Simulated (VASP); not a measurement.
# Li12H (a cell with a defect): single point with LDA

The system is Li12H (a cell with a defect).

```xyz
13
Lattice="-3.0787 -1.7775 7.4565 3.0787 -1.7775 7.4565 0.0000 3.5549 7.4565" Properties=species:S:1:pos:R:3 pbc="T T T"
Li    0.4811   -0.0302   17.4327
Li   -0.4960   -0.5106    5.6333
Li   -0.3456    0.6412   -0.2963
Li    0.1582    2.0479   10.7851
Li   -0.6472   -1.6971   12.2884
Li    0.4176   -2.3969    7.0527
Li    1.6506   -0.9569    9.7771
Li   -1.8551    0.5773   12.4982
Li   -1.2460    1.0164    8.0082
Li   -1.1557   -0.8012    9.7609
Li    1.4197    0.7961   12.2769
Li    1.3175    2.1850    8.4151
H     1.0568    1.0822    9.6736
```

```json
{"Program": "VASP 6.6.1", "Task": "single point", "Functional": "LDA", "Potentials or basis": "VASP PAW LDA potentials, release 64 (Li_sv, H)", "Cutoff": "520 eV", "k mesh": "3 × 3 × 3", "Occupations": "fermi-dirac, width 0.15 eV", "Spin": "no spin polarisation"}
```

* Largest force: 0.735 eV/Å
* Band gap on the k mesh: zero (an odd number of electrons rules out a gap without spin polarisation)

Forces in eV/Å, atoms in the order of the input:
```
Li  -0.608  0.103  0.401
Li  -0.219  0.545 -0.031
Li   0.276  0.144  0.150
Li  -0.297  0.242 -0.432
Li   0.273 -0.130 -0.020
Li  -0.258  0.015  0.310
Li   0.076  0.430  0.037
Li  -0.185  0.091  0.211
Li   0.469 -0.078 -0.468
Li  -0.034 -0.100  0.154
Li   0.372 -0.571 -0.212
Li  -0.066 -0.128 -0.419
H    0.202 -0.563  0.319
```

Levels at points of the mesh, in eV from the Fermi level:
```tsv
k point	band 17	band 18	band 19	band 20	band 21	band 22
(0.00, 0.00, 0.00)	-0.12	0.21	0.27	0.50	0.60	1.03
```

Wall time 3 min on 1 thread of Intel(R) Xeon(R) Platinum 8259CL CPU @ 2.50GHz (Skylake/Cascade Lake), with other jobs on the host, peak memory 0.42 GiB.

Caveat: the k points lie up to 0.40 Å⁻¹ apart, too coarse for converged energies and pressures of a metal; the atoms stand as in a frame of molecular dynamics.
